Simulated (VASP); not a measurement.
Here is a VASP 6.6.1 calculation.

Contents of INCAR:

```
SYSTEM = Ag
ALGO = Normal
EDIFF = 1E-7
ENCUT = 520
GGA = PS
ISIF = 2
ISMEAR = 0
LASPH = .True.
LCHARG = .True.
LELF = .True.
LREAL = .False.
LVHAR = .True.
LWAVE = .False.
NBANDS = 12
NELM = 60
PREC = Accurate
SIGMA = 0.15
```

The input KPOINTS:

```
k-points
0
Gamma
  20 20 20
  0 0 0
```

Contents of POSCAR:

```
Ag
1.0
    0.0000000000      1.9818070000      2.0124535000
    1.9818070000      0.0000000000      2.0124535000
    1.9818070000      1.9818070000      0.0000000000
Ag
1
Direct
    0.0000000000      0.0000000000      0.0000000000
```

Potentials or basis: VASP PAW PBE potentials, release 64 (Ag).

Run with:

```bash
$ cat potpaw_PBE.64/Ag/POTCAR > POTCAR
$ mpirun -np 1 vasp_std > vasp.out
```

Q: Predict the pressure.

A: 7.0 GPa.

Stress tensor (GPa, compression positive):
```
7.24 0.00 0.00
0.00 7.24 0.00
0.00 0.00 6.41
```

Caveat: the cell differs from its parent crystal (strain -0.030 along x and y, -0.015 along z); the PAW data sets were made with another functional, which shifts forces and pressure a little.
